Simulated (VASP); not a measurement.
# TiC18 in VASP: a series of runs

The runs below take TiC18 through single point, with PBE.

All numbers are computed with VASP 6.6.1; they aren't measurements. Logs are shortened: lines on timing, memory, paths and dates and some standing lists are left out, and cuts for length are marked.

**1. The cell of the first run**

The cell holds a slab with vacuum, 19 atoms: a = 7.398 Å, b = 7.398 Å, c = 11.000 Å, α = 90.00°, β = 90.00°, γ = 120.00°.

**2. Single point, PBE, collinear spin**

INCAR reads:

```
  PREC = Accurate
  ENCUT = 520
  EDIFF = 1E-6
  ISMEAR = -1
  SIGMA = 0.05
  LREAL = Auto
  LASPH = True
  NELM = 150
  ALGO = Normal
  ISIF = 2
  LWAVE = False
  LCHARG = False
  ISPIN = 2
  MAGMOM = 0 0 0 0 0 0 0 0 0 0 0 0 0 0 0 0 0 0 1
  LORBIT = 11
  LMAXMIX = 4
  GGA = PE
  NBANDS = 61
```

KPOINTS reads:

```
Automatic mesh
0
Gamma
  2 2 1
```

POSCAR reads:

```
TiC18
1.0
    7.3980000000      0.0000000000      0.0000000000
   -3.6990000000      6.4068560000      0.0000000000
    0.0000000000      0.0000000000     11.0000000000
C Ti
18 1
Direct
   -0.0007098370      0.0006529960      0.0902243106
    0.2227144388      0.1123647063      0.0902407800
   -0.0006866178      0.3330975193      0.0922490982
    0.2226887959      0.4447853035      0.0922517367
   -0.0007092299      0.6655173811      0.0902566296
    0.2227137291      0.7772293478      0.0902731968
    0.3344253979      0.0006522061      0.0902652238
    0.5572920659      0.1120866789      0.0924334173
    0.3341463626      0.3352319085      0.0924206927
    0.5551573222      0.4447853910      0.0922483607
    0.3341465998      0.6657958000      0.0924374674
    0.5551572294      0.7772535694      0.0922510738
    0.6668449606      0.0006290773      0.0922498477
    0.8878560757      0.1120864503      0.0924123974
    0.6668449726      0.3330975404      0.0922524302
    0.8878558907      0.4426505403      0.0924289257
    0.6647108406      0.6657962116      0.0924163125
    0.8875780285      0.7772284694      0.0902321437
    0.1109182744      0.8889805028      0.2568197553
```

Potentials or basis: VASP PAW PBE potentials, release 64 (C, Ti_sv).

Run with:

```
$ cat potpaw_PBE.64/C/POTCAR potpaw_PBE.64/Ti_sv/POTCAR > POTCAR
$ mpirun -np 1 vasp_std > vasp.out
```

OUTCAR:

```text
PREC = Accurate
   ENCUT = 520
   EDIFF = 1E-6
   ISMEAR = -1
   LREAL = Auto
   LASPH = True
   NELM = 150
   ISIF = 2
   ISPIN = 2
   LORBIT = 11
   GGA = PE

 ion  position               nearest neighbor table
   1  0.999  0.001  0.090-  14 1.43   2 1.43  18 1.43  19 2.32
   2  0.223  0.112  0.090-   9 1.43   7 1.43   1 1.43  19 2.33
   3  0.999  0.333  0.092-  16 1.42  14 1.42   4 1.43
   4  0.223  0.445  0.092-  11 1.42   9 1.42   3 1.43
   5  0.999  0.666  0.090-  16 1.43   6 1.43  18 1.43  19 2.33
   6  0.223  0.777  0.090-  11 1.43   7 1.43   5 1.43  19 2.33
   7  0.334  0.001  0.090-   8 1.43   6 1.43   2 1.43  19 2.33
   8  0.557  0.112  0.092-  13 1.42  15 1.42   7 1.43
   9  0.334  0.335  0.092-   4 1.42  10 1.42   2 1.43
  10  0.555  0.445  0.092-  17 1.42   9 1.42  15 1.43
  11  0.334  0.666  0.092-   4 1.42  12 1.42   6 1.43
  12  0.555  0.777  0.092-  11 1.42  17 1.42  13 1.43
  13  0.667  0.001  0.092-   8 1.42  14 1.42  12 1.43
  14  0.888  0.112  0.092-   3 1.42  13 1.42   1 1.43
  15  0.667  0.333  0.092-   8 1.42  16 1.42  10 1.43
  16  0.888  0.443  0.092-   3 1.42  15 1.42   5 1.43
  17  0.665  0.666  0.092-  10 1.42  12 1.42  18 1.43
  18  0.888  0.777  0.090-  17 1.43   5 1.43   1 1.43  19 2.32
  19  0.111  0.889  0.257-   1 2.32  18 2.32   2 2.33   5 2.33   7 2.33   6 2.33

  LATTYP: Found a hexagonal cell.
 ALAT       =     7.3980000000
 C/A-ratio  =     1.4868883482

  Lattice vectors:

 A1 = (   7.3980000000,   0.0000000000,   0.0000000000)
 A2 = (  -3.6990000000,   6.4068560000,   0.0000000000)
 A3 = (   0.0000000000,   0.0000000000,  11.0000000000)

Analysis of symmetry for initial positions (statically):
=====================================================================
 Subroutine PRICEL returns:
 Original cell was already a primitive cell.

 Routine SETGRP: Setting up the symmetry group for a
 hexagonal supercell.

 Subroutine GETGRP returns: Found  1 space group operations
 (whereof  1 operations were pure point group operations)
 out of a pool of 24 trial point group operations.

The static configuration has the point symmetry C_1 .

Analysis of symmetry for dynamics (positions and initial velocities):
=====================================================================
 Subroutine PRICEL returns:
 Original cell was already a primitive cell.

 Routine SETGRP: Setting up the symmetry group for a
 hexagonal supercell.

 Subroutine GETGRP returns: Found  1 space group operations
 (whereof  1 operations were pure point group operations)
 out of a pool of 24 trial point group operations.

The dynamic configuration has the point symmetry C_1 .

Analysis of structural, dynamic, and magnetic symmetry:
=====================================================================
 Subroutine PRICEL returns:
 Original cell was already a primitive cell.

 Routine SETGRP: Setting up the symmetry group for a
 hexagonal supercell.

 Subroutine GETGRP returns: Found  1 space group operations
 (whereof  1 operations were pure point group operations)
 out of a pool of 24 trial point group operations.

The overall configuration has the point symmetry C_1 .

 Subroutine INISYM returns: Found  1 space group operations
 (whereof  1 operations are pure point group operations),
 and found     1 'primitive' translations

----------------------------------------------------------------------------------------

                                     Primitive cell

  volume of cell :     521.3771

  direct lattice vectors                    reciprocal lattice vectors
     7.398000000  0.000000000  0.000000000     0.135171668  0.078041398  0.000000000
    -3.699000000  6.406856000  0.000000000     0.000000000  0.156082796  0.000000000
     0.000000000  0.000000000 11.000000000     0.000000000  0.000000000  0.090909091

  length of vectors
     7.398000000  7.398000054 11.000000000     0.156082797  0.156082796  0.090909091

  position of ions in fractional coordinates (direct lattice)
     0.999290163  0.000652996  0.090224311
     0.222714439  0.112364706  0.090240780
[... 74 lines left out ...]
   total plane-waves  NPLWV = 263424
   dimension x,y,z NGX =    56 NGY =   56 NGZ =   84
   dimension x,y,z NGXF=   112 NGYF=  112 NGZF=  168
   ions per type =              18   1
   NGX,Y,Z   is equivalent  to a cutoff of  12.58, 12.58, 12.70 a.u.
   NGXF,Y,Z  is equivalent  to a cutoff of  25.17, 25.17, 25.39 a.u.
 SYSTEM =  unknown system
   PREC   = accura    normal or accurate (medium, high low for compatibility)
   ISTART =      0    job   : 0-new  1-cont  2-samecut
   ICHARG =      2    charge: 1-file 2-atom 10-const
   ISPIN  =      2    spin polarized calculation?
   LNONCOLLINEAR =      F non collinear calculations
   LSORBIT =      F    spin-orbit coupling
   LASPH  =      T    aspherical Exc in radial PAW
   ENCUT  =  520.0 eV  38.22 Ry    6.18 a.u.  13.76 13.76 20.45*2*pi/ulx,y,z
   NELM   =    150;   NELMIN=  2; NELMDL= -5     # of ELM steps
   EDIFF  = 0.1E-05   stopping-criterion for ELM
   LREAL  =      T    real-space projection
   EDIFFG = 0.1E-04   stopping-criterion for IOM
   NSW    =      0    number of steps for IOM
   IBRION =     -1    ionic relax: 0-MD 1-quasi-New 2-CG
   NFREE  =      0    steps in history (QN), initial steepest desc. (CG)
   ISIF   =      2    stress and relaxation
   ISYM   =      2    0-nonsym 1-usesym 2-fastsym
   POTIM  = 0.5000    time-step for ionic-motion
   TEBEG  =    0.0;   TEEND  =   0.0 temperature during run
   PSTRESS=    0.0 pullay stress
   NELECT =      84.0000    total number of electrons
   NUPDOWN=      -1.0000    fix difference up-down
   EMIN   =  10.00;   EMAX   =-10.00  energy-range for DOS
   EFERMI =   0.00;   METHOD = LEGACY
   ISMEAR =    -1;   SIGMA  =   0.05  broadening in eV -4-tet -1-fermi 0-gaus
   EFERMI_NEDOS =   21; number of points for ismear=-14 and -15
   IALGO  =     38    algorithm
   IMIX   =      4    mixing-type and parameters
     AMIX     =   0.40;   BMIX     =  1.00
     AMIX_MAG =   1.60;   BMIX_MAG =  1.00
  volume/ion in A,a.u.               =      27.44       185.18
  Fermi-wavevector in a.u.,A,eV,Ry     =   0.890808  1.683382 10.796743  0.793538
  Thomas-Fermi vector in A             =   2.012546
   LORBIT       =     11    0 simple, 1 ext, 2 COOP (PROOUT), +10 PAW based schemes
   GGA     = PE    functional components
   LHFCALC =     F    Hartree Fock is set to
   AEXX    =    0.0000 exact exchange contribution
   IVDW    =     0    specifies the selected vdW correction
   LEPSILON=     F    determine dielectric tensor
   LRPA    =     F    only Hartree local field effects (RPA)
 spin polarized calculation
  energy-cutoff  :      520.00
  volume of cell :      521.38
 maximum number of plane-waves:     14099
 NGX is ok and might be reduce to    56
   NGX = 27   NGY = 27   NGZ = 41

 number of electron      83.9999998 magnetization       0.1109029

 number of electron      83.9999998 magnetization      -1.9825848

 Free energy of the ion-electron system (eV)
  ---------------------------------------------------
  ext. energy  EPLUGINS =         0.00000000
  ---------------------------------------------------
  free energy    TOTEN  =      -170.26033449 eV

  energy without entropy =     -170.22303310  energy(sigma->0) =     -170.24168379

 E-fermi :   0.0351     XC(G=0):  -4.4644

 val. band max:       -0.0876035525   @ k =   0.0000   0.0000   0.0000
 cond. band min:       0.0848986342   @ k =   0.0000   0.5000   0.0000
 fundamental gap:      0.1725021866
 Fermi energy:         0.0350960066

 spin component 1

 k-point     1 :       0.0000    0.0000    0.0000
  band No.  band energies     occupation
      1     -56.3715      1.00000
      2     -33.0883      1.00000
      3     -32.5946      1.00000
      4     -32.5945      1.00000
      5     -20.2641      1.00000
      6     -17.8562      1.00000
[... 217 lines left out ...]
     53       3.5075      0.00000
     54       3.9390      0.00000
 Fermi energy:         0.0350960066

 spin component 2

 k-point     1 :       0.0000    0.0000    0.0000
  band No.  band energies     occupation
      1     -57.8775      1.00000
      2     -34.4602      1.00000
      3     -34.1648      1.00000
      4     -34.1648      1.00000
      5     -20.2882      1.00000
      6     -17.9029      1.00000
[... 217 lines left out ...]
     53       3.6801      0.00000
     54       3.7681      0.00000
 [bands above 54 left out]

------------------------ aborting loop because EDIFF is reached ----------------------------------------

  FORCE on cell =-STRESS in cart. coord.  units (eV):
  Direction    XX          YY          ZZ          XY          YZ          ZX
  --------------------------------------------------------------------------------------
  -------------------------------------------------------------------------------------
  Total        6.0223359      6.0299257     -0.8388382      0.0052827     -0.0024131      0.0100055
  in kB       18.5064696     18.5297931     -2.5777262      0.0162337     -0.0074153      0.0307465
  external PRESSURE =      11.4861788 kB  Pullay stress =       0.0000000 kB

 VOLUME and BASIS-vectors are now :
 -----------------------------------------------------------------------------
  energy-cutoff  :      520.00
  volume of cell :      521.38
      direct lattice vectors                 reciprocal lattice vectors
     7.398000000  0.000000000  0.000000000     0.135171668  0.078041398  0.000000000
    -3.699000000  6.406856000  0.000000000     0.000000000  0.156082796  0.000000000
     0.000000000  0.000000000 11.000000000     0.000000000  0.000000000  0.090909091

 POSITION                                       TOTAL-FORCE (eV/Angst)
 -----------------------------------------------------------------------------------
      7.39033      0.00418      0.99247         0.002489     -0.001454      0.048767
      1.23200      0.71990      0.99265        -0.004106      0.002234      0.053082
      6.16079      2.13411      1.01474        -0.022643     -0.015854      0.000731
      0.00219      2.84968      1.01477         0.022420      0.026226     -0.001900
      4.93100      4.26387      0.99282         0.006742      0.001861      0.053242
     -1.22734      4.97960      0.99301         0.002335     -0.000633      0.048256
[... 11 lines left out ...]
      3.69133      4.97959      0.99255        -0.004612      0.002039      0.053282
     -2.46777      5.69557      2.82502         0.009470     -0.005496     -0.355902
 -----------------------------------------------------------------------------------
    total drift:                                0.018175     -0.007995     -0.036911

  FREE ENERGIE OF THE ION-ELECTRON SYSTEM (eV)
  ---------------------------------------------------
  free  energy   TOTEN  =      -170.2603344856 eV

  energy  without entropy=     -170.2230331007  energy(sigma->0) =     -170.24168379

 total charge

# of ion       s       p       d       tot
------------------------------------------
    1        0.856   1.800   0.000   2.656
    2        0.856   1.800   0.000   2.656
    3        0.862   1.797   0.000   2.658
    4        0.862   1.797   0.000   2.658
    5        0.856   1.800   0.000   2.656
    6        0.856   1.800   0.000   2.656
[... 11 lines left out ...]
   18        0.856   1.800   0.000   2.656
   19        2.123   6.016   2.179  10.318
--------------------------------------------------
tot         17.607  38.365   2.179  58.150

 magnetization (x)

# of ion       s       p       d       tot
------------------------------------------
    1        0.000  -0.006   0.000  -0.006
    2        0.000  -0.006   0.000  -0.006
    3       -0.000  -0.007   0.000  -0.008
    4       -0.000  -0.007   0.000  -0.008
    5        0.000  -0.006   0.000  -0.006
    6        0.000  -0.006   0.000  -0.006
[... 11 lines left out ...]
   18        0.000  -0.006   0.000  -0.006
   19       -0.005   0.002  -1.600  -1.602
--------------------------------------------------
tot         -0.008  -0.073  -1.600  -1.680
```

Run time: 35 min. Hardware: 1 thread of Intel Xeon 6975P-C (Granite Rapids), shared host; peak memory 0.81 GiB.

Results:

```
Free energy                                           : -170.2603 eV
Largest force                                         : 0.356 eV/Å
Band gap on the k mesh                                : zero (filled and empty bands overlap)
Net moment                                            : -1.98 μB per cell
Site moments                                          : C -0.01, +0.00 (each value once); Ti -1.60 μB
Valence electrons inside the program's atomic spheres : C 2.66; Ti 10.32
```

Forces on the atoms (eV/Å):
```
C    0.002 -0.001  0.049
C   -0.004  0.002  0.053
C   -0.023 -0.016  0.001
C    0.022  0.026 -0.002
C    0.007  0.002  0.053
C    0.002 -0.001  0.048
C    0.001 -0.006  0.053
C    0.008  0.002  0.008
C   -0.005  0.013  0.009
C   -0.028  0.016 -0.003
C    0.011 -0.006  0.008
C   -0.010 -0.033 -0.001
C    0.002  0.028  0.001
C   -0.007  0.005  0.010
C    0.027 -0.015 -0.001
C    0.002 -0.009  0.008
C   -0.013 -0.003  0.009
C   -0.005  0.002  0.053
Ti   0.009 -0.005 -0.356
```

Caveat: the k points lie up to 0.49 Å⁻¹ apart, too coarse for converged energies and pressures of a metal.

[end of part 1 of 2]
